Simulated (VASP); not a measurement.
# CoSi (P2_1) in VASP: single point with PBEsol

Aim: the single point of CoSi with PBEsol.

All numbers are computed with VASP 6.6.1; they aren't measurements. Logs are shortened: lines on timing, memory, paths and dates and some standing lists are left out, and cuts for length are marked.

**1. The cell of the first run**

Symmetry: P2_1, No. 4, monoclinic system. The conventional cell has a = 4.386 Å, b = 4.386 Å, c = 4.386 Å, α = 90.00°, β = 90.00°, γ = 90.00°. Co (site symmetry 1) has 7 Si at 2.22 to 2.50 Å and 6 Co at 2.70 Å within 2.9 Å. Co (site symmetry 1) has 7 Si at 2.28 to 2.41 Å and 6 Co at 2.70 Å within 3.0 Å. Within 3.0 Å of Si (site symmetry 1) lie 7 Co at 2.24 to 2.44 Å and 6 Si at 2.71 Å. Si (site symmetry 1) has 7 Co at 2.22 to 2.50 Å and 6 Si at 2.71 Å within 2.9 Å.

**2. Single point, PBEsol (all Co atoms moved -0.100 Å, as atom 1 along Cartesian [0 0 1])**

INCAR

```
ALGO = Normal ; EDIFF = 1E-6
ENCUT = 520 ; GGA = PS
ISIF = 2 ; ISMEAR = 0
LASPH = T ; LCHARG = F
LREAL = F ; LWAVE = F
NBANDS = 36 ; NELM = 100
PREC = Accurate ; SIGMA = 0.15
```

KPOINTS

```
k-points
0
Gamma
  10 10 10
```

POSCAR

```
CoSi
1.0
    4.3858255225      0.0000000000      0.0000000000
    0.0000000000      4.3858255225      0.0000000000
    0.0000000000      0.0000000000      4.3858255225
Co Si
4 4
Direct
    0.1456446743      0.1456446743      0.1228439497
    0.3543553257      0.8543553257      0.6228439497
    0.6456446743      0.3543553257      0.8315546011
    0.8543553257      0.6456446743      0.3315546011
    0.8433288496      0.8433288496      0.8433288496
    0.6566711504      0.1566711504      0.3433288496
    0.3433288496      0.6566711504      0.1566711504
    0.1566711504      0.3433288496      0.6566711504
```

Potentials or basis: VASP PAW PBE potentials, release 64 (Co, Si).

Launch:

```console
cat potpaw_PBE.64/Co/POTCAR potpaw_PBE.64/Si/POTCAR > POTCAR
mpirun -np 1 vasp_std > vasp.out
```

OUTCAR:

```text
EDIFF = 1E-6
   ENCUT = 520
   GGA = PS
   ISIF = 2
   ISMEAR = 0
   LASPH = T
   LREAL = F
   NELM = 100
   PREC = Accurate

 ion  position               nearest neighbor table
   1  0.146  0.146  0.123-   8 2.22   5 2.24   7 2.32   6 2.35   7 2.41   6 2.44   8 2.50   3 2.70
                             3 2.70   2 2.70   2 2.70   4 2.70   4 2.70
   2  0.354  0.854  0.623-   7 2.22   6 2.24   8 2.32   5 2.35   8 2.41   5 2.44   7 2.50   4 2.70
                             4 2.70   1 2.70   1 2.70   3 2.70   3 2.70
   3  0.646  0.354  0.832-   8 2.28   6 2.31   5 2.31   7 2.36   8 2.37   5 2.40   6 2.41   1 2.70
                             1 2.70   4 2.70   4 2.70   2 2.70   2 2.70
   4  0.854  0.646  0.332-   7 2.28   5 2.31   6 2.31   8 2.36   7 2.37   6 2.40   5 2.41   2 2.70
                             2 2.70   3 2.70   3 2.70   1 2.70   1 2.70
   5  0.843  0.843  0.843-   1 2.24   4 2.31   3 2.31   2 2.35   3 2.40   4 2.41   2 2.44   7 2.71
                             8 2.71   6 2.71   6 2.71   8 2.71   7 2.71
   6  0.657  0.157  0.343-   2 2.24   3 2.31   4 2.31   1 2.35   4 2.40   3 2.41   1 2.44   5 2.71
                             5 2.71   7 2.71   7 2.71   8 2.71   8 2.71
   7  0.343  0.657  0.157-   2 2.22   4 2.28   1 2.32   3 2.36   4 2.37   1 2.41   2 2.50   8 2.71
                             5 2.71   8 2.71   6 2.71   6 2.71   5 2.71
   8  0.157  0.343  0.657-   1 2.22   3 2.28   2 2.32   4 2.36   3 2.37   2 2.41   1 2.50   7 2.71
                             5 2.71   7 2.71   5 2.71   6 2.71   6 2.71

  LATTYP: Found a simple cubic cell.
 ALAT       =     4.3858255225

  Lattice vectors:

 A1 = (   4.3858255225,   0.0000000000,   0.0000000000)
 A2 = (   0.0000000000,   4.3858255225,   0.0000000000)
 A3 = (   0.0000000000,   0.0000000000,   4.3858255225)

Analysis of symmetry for initial positions (statically):
=====================================================================
 Subroutine PRICEL returns:
 Original cell was already a primitive cell.

 Routine SETGRP: Setting up the symmetry group for a
 simple cubic supercell.

 Subroutine GETGRP returns: Found  2 space group operations
 (whereof  1 operations were pure point group operations)
 out of a pool of 48 trial point group operations.

The static configuration has the point symmetry C_1 .
 The point group associated with its full space group is C_2 .

Analysis of symmetry for dynamics (positions and initial velocities):
=====================================================================
 Subroutine PRICEL returns:
 Original cell was already a primitive cell.

 Routine SETGRP: Setting up the symmetry group for a
 simple cubic supercell.

 Subroutine GETGRP returns: Found  2 space group operations
 (whereof  1 operations were pure point group operations)
 out of a pool of 48 trial point group operations.

The dynamic configuration has the point symmetry C_1 .
 The point group associated with its full space group is C_2 .

 Subroutine INISYM returns: Found  2 space group operations
 (whereof  1 operations are pure point group operations),
 and found     1 'primitive' translations

----------------------------------------------------------------------------------------

                                     Primitive cell

  volume of cell :      84.3634

  direct lattice vectors                    reciprocal lattice vectors
     4.385825523  0.000000000  0.000000000     0.228007246  0.000000000  0.000000000
     0.000000000  4.385825523  0.000000000     0.000000000  0.228007246  0.000000000
     0.000000000  0.000000000  4.385825523     0.000000000  0.000000000  0.228007246

  length of vectors
     4.385825523  4.385825523  4.385825523     0.228007246  0.228007246  0.228007246

  position of ions in fractional coordinates (direct lattice)
     0.145644674  0.145644674  0.122843950
     0.354355326  0.854355326  0.622843950
     0.645644674  0.354355326  0.831554601
     0.854355326  0.645644674  0.331554601
     0.843328850  0.843328850  0.843328850
     0.656671150  0.156671150  0.343328850
     0.343328850  0.656671150  0.156671150
     0.156671150  0.343328850  0.656671150

  ion indices of the primitive-cell ions
   primitive index   ion index
                 1           1
                 2           2
                 3           3
                 4           4
                 5           5
                 6           6
                 7           7
                 8           8

----------------------------------------------------------------------------------------

 KPOINTS: k-points

Automatic generation of k-mesh.
 Grid dimensions read from file:
 generate k-points for:   10   10   10

 Generating k-lattice:

  Cartesian coordinates                     Fractional coordinates (reciprocal lattice)
     0.022800725  0.000000000  0.000000000     0.100000000  0.000000000  0.000000000
     0.000000000  0.022800725  0.000000000     0.000000000  0.100000000  0.000000000
     0.000000000  0.000000000  0.022800725     0.000000000  0.000000000  0.100000000

  Length of vectors
     0.022800725  0.022800725  0.022800725

  Shift w.r.t. Gamma in fractional coordinates (k-lattice)
     0.000000000  0.000000000  0.000000000

 Subroutine IBZKPT returns following result:
 ===========================================

 Found    312 irreducible k-points:

 Following reciprocal coordinates:
            Coordinates               Weight
  0.000000  0.000000  0.000000      1.000000
  0.100000  0.000000  0.000000      2.000000
  0.000000  0.100000  0.000000      2.000000
  0.000000  0.000000  0.100000      2.000000
  0.200000  0.000000  0.000000      2.000000
  0.000000  0.200000  0.000000      2.000000
[... 16 lines left out ...]
  0.100000  0.000000  0.200000      4.000000
 -0.100000  0.200000  0.000000      2.000000
 [... further k-points ...]
   k-points           NKPTS =    312   k-points in BZ     NKDIM =    312   number of bands    NBANDS=     36
   number of dos      NEDOS =    301   number of ions     NIONS =      8
   total plane-waves  NPLWV =  46656
   dimension x,y,z NGX =    36 NGY =   36 NGZ =   36
   dimension x,y,z NGXF=    72 NGYF=   72 NGZF=   72
   ions per type =               4   4
   NGX,Y,Z   is equivalent  to a cutoff of  13.65, 13.65, 13.65 a.u.
   NGXF,Y,Z  is equivalent  to a cutoff of  27.29, 27.29, 27.29 a.u.
 SYSTEM =  unknown system
   PREC   = accura    normal or accurate (medium, high low for compatibility)
   ISTART =      0    job   : 0-new  1-cont  2-samecut
   ICHARG =      2    charge: 1-file 2-atom 10-const
   ISPIN  =      1    spin polarized calculation?
   LNONCOLLINEAR =      F non collinear calculations
   LSORBIT =      F    spin-orbit coupling
   LASPH  =      T    aspherical Exc in radial PAW
   ENCUT  =  520.0 eV  38.22 Ry    6.18 a.u.   8.15  8.15  8.15*2*pi/ulx,y,z
   NELM   =    100;   NELMIN=  2; NELMDL= -5     # of ELM steps
   EDIFF  = 0.1E-05   stopping-criterion for ELM
   LREAL  =      F    real-space projection
   EDIFFG = 0.1E-04   stopping-criterion for IOM
   NSW    =      0    number of steps for IOM
   IBRION =     -1    ionic relax: 0-MD 1-quasi-New 2-CG
   NFREE  =      0    steps in history (QN), initial steepest desc. (CG)
   ISIF   =      2    stress and relaxation
   ISYM   =      2    0-nonsym 1-usesym 2-fastsym
   POTIM  = 0.5000    time-step for ionic-motion
   TEBEG  =    0.0;   TEEND  =   0.0 temperature during run
   PSTRESS=    0.0 pullay stress
   NELECT =      52.0000    total number of electrons
   NUPDOWN=      -1.0000    fix difference up-down
   EMIN   =  10.00;   EMAX   =-10.00  energy-range for DOS
   EFERMI =   0.00;   METHOD = LEGACY
   ISMEAR =     0;   SIGMA  =   0.15  broadening in eV -4-tet -1-fermi 0-gaus
   EFERMI_NEDOS =   21; number of points for ismear=-14 and -15
   IALGO  =     38    algorithm
   IMIX   =      4    mixing-type and parameters
     AMIX     =   0.40;   BMIX     =  1.00
     AMIX_MAG =   1.60;   BMIX_MAG =  1.00
  volume/ion in A,a.u.               =      10.55        71.16
  Fermi-wavevector in a.u.,A,eV,Ry     =   1.393236  2.632834 26.410347  1.941106
  Thomas-Fermi vector in A             =   2.516901
   LORBIT       =      0    0 simple, 1 ext, 2 COOP (PROOUT), +10 PAW based schemes
   GGA     = PS    functional components
   LHFCALC =     F    Hartree Fock is set to
   AEXX    =    0.0000 exact exchange contribution
   IVDW    =     0    specifies the selected vdW correction
   LEPSILON=     F    determine dielectric tensor
   LRPA    =     F    only Hartree local field effects (RPA)
 non-spin polarized calculation
 Gauss-broadening in eV      SIGMA  =   0.15
  energy-cutoff  :      520.00
  volume of cell :       84.36
 maximum number of plane-waves:      2301
 NGX is ok and might be reduce to    36
   NGX = 17   NGY = 17   NGZ = 17

 number of electron      51.9999986 magnetization

 Free energy of the ion-electron system (eV)
  ---------------------------------------------------
  ext. energy  EPLUGINS =         0.00000000
  ---------------------------------------------------
  free energy    TOTEN  =       -59.65553721 eV

  energy without entropy =      -59.63920237  energy(sigma->0) =      -59.64736979

 E-fermi :  12.5055     XC(G=0): -13.1264

 val. band max:       12.4864098057   @ k =   0.5000   0.5000   0.0000
 cond. band min:      12.5090101837   @ k =   0.5000   0.4000   0.4000
 fundamental gap:      0.0226003780
 Fermi energy:        12.5055293077

 k-point     1 :       0.0000    0.0000    0.0000
  band No.  band energies     occupation
      1      -1.4554      2.00000
      2       4.1285      2.00000
      3       4.1531      2.00000
      4       4.1793      2.00000
      5       6.7986      2.00000
      6       6.8311      2.00000
[... 28 lines left out ...]
     35      16.2280      0.00000
     36      17.4106      0.00000

 k-point     2 :       0.1000    0.0000    0.0000
  band No.  band energies     occupation
      1      -1.3789      2.00000
      2       3.5314      2.00000
      3       4.1988      2.00000
      4       4.6294      2.00000
      5       6.4583      2.00000
      6       6.8817      2.00000
[... 28 lines left out ...]
     35      16.4943      0.00000
     36      17.7181      0.00000
[... 817 lines left out ...]
     35      17.3026      0.00000
     36      17.8483      0.00000

 k-point    24 :      -0.1000    0.2000    0.0000
  band No.  band energies     occupation
      1      -1.0761      2.00000
      2       2.7781      2.00000
      3       4.0198      2.00000
      4       5.2004      2.00000
      5       6.2142      2.00000
      6       7.0908      2.00000
[... 28 lines left out ...]
     35      17.2099      0.00000
     36      17.8108      0.00000

 [... further k-points ...]
[... 5 lines left out ...]
  --------------------------------------------------------------------------------------
  -------------------------------------------------------------------------------------
  Total        0.3635552      0.3802886      1.2392933      0.7115725      0.0000000      0.0000000
  in kB        6.9044152      7.2222060     23.5358902     13.5137440      0.0000000      0.0000000
  external PRESSURE =      12.5541705 kB  Pullay stress =       0.0000000 kB

 VOLUME and BASIS-vectors are now :
 -----------------------------------------------------------------------------
  energy-cutoff  :      520.00
  volume of cell :       84.36
      direct lattice vectors                 reciprocal lattice vectors
     4.385825523  0.000000000  0.000000000     0.228007246  0.000000000  0.000000000
     0.000000000  4.385825523  0.000000000     0.000000000  0.228007246  0.000000000
     0.000000000  0.000000000  4.385825523     0.000000000  0.000000000  0.228007246

 POSITION                                       TOTAL-FORCE (eV/Angst)
 -----------------------------------------------------------------------------------
      0.63877      0.63877      0.53877         0.053047      0.034538      0.934124
      1.55414      3.74705      2.73168        -0.053047     -0.034538      0.934124
      2.83168      1.55414      3.64705         0.016676      0.112311      0.840761
      3.74705      2.83168      1.45414        -0.016676     -0.112311      0.840761
      3.69869      3.69869      3.69869        -0.275630     -0.178537     -0.873280
      2.88005      0.68713      1.50578         0.275630      0.178537     -0.873280
      1.50578      2.88005      0.68713         0.208437     -0.262373     -0.901605
      0.68713      1.50578      2.88005        -0.208437      0.262373     -0.901605
 -----------------------------------------------------------------------------------
    total drift:                                0.000000      0.000000      0.000027

  FREE ENERGIE OF THE ION-ELECTRON SYSTEM (eV)
  ---------------------------------------------------
  free  energy   TOTEN  =       -59.6555372092 eV

  energy  without entropy=      -59.6392023715  energy(sigma->0) =      -59.64736979
```

Wall time 10 min (1 thread of Intel Xeon 6975P-C (Granite Rapids), shared host); peak memory 0.75 GiB.

What came out:

| Item | Value |
| --- | --- |
| Free energy | -59.6555 eV |
| Pressure | 1.3 GPa |
| Largest force | 0.962 eV/Å |
| Band gap on the k mesh | zero (bands 26 and 27 overlap by 0.23 eV) |

Forces on the atoms (eV/Å):
```
Co   0.053  0.035  0.934
Co  -0.053 -0.035  0.934
Co   0.017  0.112  0.841
Co  -0.017 -0.112  0.841
Si  -0.276 -0.179 -0.873
Si   0.276  0.179 -0.873
Si   0.208 -0.262 -0.902
Si  -0.208  0.262 -0.902
```

Caveat: the cell differs from its parent crystal (all Co atoms moved -0.100 Å, as atom 1 along Cartesian [0 0 1]); the PAW data sets were made with another functional, which shifts forces and pressure a little.

The gap in the log of VASP goes by the Fermi energy; the results here count the filled bands.